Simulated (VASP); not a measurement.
The system is Be4Se.

```
Be Se
1.0
     3.01747   -3.16855    0.00000
     3.01747    3.16855    0.00000
     0.00000    0.00000    2.70959
Be Se
4 1
Cartesian
  3.0175 -1.9683 1.3548
  3.0175 1.9683 1.3548
  1.7212 0.0000 0.0000
  4.3138 0.0000 0.0000
  0.0000 0.0000 0.0000
```

- Program: VASP 6.6.1
- Task: relaxation of cell and atoms
- Functional: PBE
- Potentials or basis: VASP PAW PBE potentials, release 64 (Be, Se)
- Cutoff: 600 eV
- k mesh: 4 × 4 × 6
- Occupations: gaussian, width 0.1 eV
- Spin: no spin polarisation

At the start: pressure 74.3 GPa; volume 10.36 Å³/atom.

Task: How do energy, volume and symmetry change on relaxing?

Result: Over 37 steps the energy falls by 1976.3 meV/atom and the volume is 12.63 Å³/atom (+21.9 %); space group Cmmm (No. 65, to 0.05 Å).

The path:
| step | energy change (eV) | largest force (eV/Å) | pressure (GPa) | volume (Å³) |
| --- | --- | --- | --- | --- |
| 1 | 0.0000 | 10.0072 | 74.27 | 51.81 |
| 2 | -7.1877 | 0.5307 | -12.45 | 96.58 |
| 3 | -8.3577 | 1.3486 | -6.78 | 76.09 |
| 4 | -8.3581 | 1.4117 | -6.34 | 75.54 |
| 5 | -8.3557 | 1.4758 | -5.89 | 75.01 |
| 6 | -8.8198 | 1.1200 | -3.70 | 70.30 |
| 7 | -8.9931 | 0.7514 | -0.73 | 66.59 |
| 8 | -8.9985 | 0.9352 | 0.20 | 65.71 |
| 9 | -9.0981 | 0.4273 | 0.66 | 64.70 |
| 10 | -9.1155 | 0.2951 | 1.32 | 64.01 |
| 11 | -9.1480 | 0.1360 | -0.13 | 64.87 |
| 12 | -9.1652 | 0.0776 | -1.32 | 65.70 |
| 13 | -9.1735 | 0.4038 | -3.30 | 67.35 |
| 14 | -9.1932 | 0.4401 | -3.30 | 67.21 |
| 15 | -9.2672 | 0.5089 | -3.24 | 66.73 |
| 16 | -9.4406 | 0.6461 | -1.98 | 65.63 |
| 17 | -8.9453 | 3.6278 | 5.44 | 62.76 |
| 18 | -9.4769 | 0.6665 | -1.69 | 65.31 |
| 19 | -9.4836 | 0.7639 | 0.80 | 64.11 |
| 20 | -9.5171 | 0.6981 | -0.93 | 64.85 |
| 21 | -9.5212 | 0.7062 | -0.59 | 64.68 |
| 22 | -9.5449 | 0.7906 | 0.60 | 64.01 |
| 23 | -9.5508 | 0.6054 | 0.28 | 64.21 |
| 24 | -9.6304 | 0.3969 | -0.32 | 64.16 |
| 25 | -9.7245 | 0.5807 | -1.05 | 63.87 |
| 26 | -9.7284 | 0.4472 | -1.03 | 63.93 |
| 27 | -9.7601 | 0.4882 | -0.31 | 63.32 |
| 28 | -9.8340 | 0.5096 | 1.98 | 61.44 |
| 29 | -9.5284 | 0.5090 | 8.84 | 57.47 |
| 30 | -9.8341 | 0.4814 | 2.61 | 60.94 |
| 31 | -9.8560 | 0.2336 | 1.93 | 61.43 |
| 32 | -9.8596 | 0.1520 | 1.36 | 61.87 |
| 33 | -9.8604 | 0.1547 | 1.52 | 61.74 |
| 34 | -9.8746 | 0.0987 | 0.70 | 62.40 |
| 35 | -9.8810 | 0.0652 | -0.41 | 63.42 |
| 36 | -9.8811 | 0.0628 | -0.28 | 63.29 |
| 37 | -9.8816 | 0.0332 | -0.09 | 63.17 |

Final structure:
```
Be Se
1.0
     3.33641   -2.75392    0.00000
     3.33641    2.75392    0.00000
     0.00000    0.00000    3.43735
Be Se
4 1
Direct
  0.67738 0.32262 0.50000
  0.32262 0.67738 0.50000
  0.34065 0.34065 0.00000
  0.65935 0.65935 0.00000
  0.00000 0.00000 0.00000
```

Caveat: the k points lie up to 0.37 Å⁻¹ apart in the final cell; the volume moved by over 15 % at a fixed basis, so the end points are rough.
